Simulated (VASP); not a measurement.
Write the native input for VASP 6.6.1 that does the following.

| Property | Result |
| --- | --- |
| Task | single point |
| Functional | PBE |
| Potentials or basis | VASP PAW PBE potentials, release 64 (Al) |
| Cutoff | 520 eV |
| k mesh | 21 × 21 × 21 |
| Occupations | gaussian, width 0.05 eV |
| Spin | no spin polarisation |
| Dipole correction | no |
| Further INCAR settings | ALGO = Normal; EDIFF = 1e-07; NBANDS = 8 |

The structure of Al lies in POSCAR:

```
Al
1.0
    0.0000000000      2.0248050000      2.0248050000
    2.0248050000      0.0000000000      2.0248050000
    2.0248050000      2.0248050000      0.0000000000
Al
1
Direct
    0.0000000000      0.0000000000      0.0000000000
```

The input as run:

INCAR

```
SYSTEM = Al
PREC = Accurate ; ENCUT = 520
EDIFF = 1E-7 ; ISMEAR = 0
SIGMA = 0.05 ; LREAL = .FALSE.
LASPH = .TRUE. ; NELM = 60
ALGO = Normal ; ISIF = 2
LWAVE = .FALSE. ; LCHARG = .FALSE.
GGA = PE ; NBANDS = 8
```

KPOINTS

```
regular mesh
0
G
  21 21 21
  0 0 0
```

Potentials or basis: VASP PAW PBE potentials, release 64 (Al).

Command:

```console
$ cat potpaw_PBE.64/Al/POTCAR > POTCAR
$ mpirun -np 1 vasp_std > vasp.out
```

Results of the run:

```
Pressure : -0.5 GPa
```

It took 30 s on 1 thread of AMD EPYC 7R13 Processor (Zen 3) (shared host), peak memory 0.12 GiB.
